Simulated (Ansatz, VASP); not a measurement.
## Ti: VASP beside Ansatz

File INCAR:

```
PREC     = Accurate       # precision mode
ENCUT    = 520            # plane-wave cutoff, eV
EDIFF    = 1E-6           # SCF threshold, eV
ISMEAR   = -1             # smearing method
SIGMA    = 0.08           # smearing width, eV
LREAL    = F              # projectors in reciprocal space
LASPH    = T              # aspherical terms in the spheres
NELM     = 60             # most SCF steps
ALGO     = Normal         # electronic algorithm
ISIF     = 2              # what is computed and relaxed
LWAVE    = F              # write WAVECAR
LCHARG   = F              # write CHGCAR
GGA      = PE             # functional
NBANDS   = 12             # bands
```

KPOINTS

```
Automatic mesh
0
Gamma
  18 18 18
```

Contents of POSCAR:

```
Ti
1.0
    0.0000000000      1.5762846064      1.5762846064
    1.5762846064      0.0000000000      1.5762846064
    1.5762846064      1.5762846064      0.0000000000
Ti
1
Direct
    0.0000000000      0.0000000000      0.0000000000
```

Input for Ansatz:

```yaml
crystal:
  lattice:
    - [0.0, 1.5762846064, 1.5762846064]
    - [1.5762846064, 0.0, 1.5762846064]
    - [1.5762846064, 1.5762846064, 0.0]
  atoms:
    - { symbol: Ti, position: [0.0, 0.0, 0.0] }
kpoints:
  mp_grid: { grid: [18, 18, 18] }
  band_path:
    path:
      - [0.0, 0.0, 0.0]
      - [0.5, 0.0, 0.5]
      - [0.625, 0.25, 0.625]
      - [0.375, 0.375, 0.75]
      - [0.0, 0.0, 0.0]
      - [0.5, 0.5, 0.5]
      - [0.5, 0.25, 0.75]
      - [0.5, 0.0, 0.5]
    npoints: 8
scf:
  occupations: { method: fermi_dirac, width: 0.08 }
hamiltonian:
  xc: pbe
  pseudopotentials: { kind: paw }
output:
  forces: true
  stress: true
  eigenvalues: true
  populations: true
  dos: { projected: true, de: 0.2, e_range: [-14, 8] }
```

Change from the starting cell: volume scaled by 0.45, PAW files.

Alike in both runs: task single point; functional PBE; k mesh 18 × 18 × 18; occupations fermi-dirac, width 0.08 eV; no spin polarisation.

|  | VASP | Ansatz |
| --- | --- | --- |
| version | VASP 6.6.1 | Ansatz 0.2.0 |
| potentials or method | VASP PAW PBE potentials, release 64 (Ti_sv) | PAW with Ansatz's default frozen-core files, scalar-relativistic |
| plane-wave cutoff (eV) | 520 | 420 |
| valence electrons in the cell | 12 | 12 |

|  | VASP | Ansatz | Ansatz less VASP |
| --- | --- | --- | --- |
| pressure (GPa) | 296.2 | 291.1 | -5.09 |

Both programs put the cell under a high pressure, so it lies far from rest at this level. With one functional, cell and mesh, what is left measures potentials, basis and numerics.

Noted on VASP's run: the cell as given lies far from equilibrium.
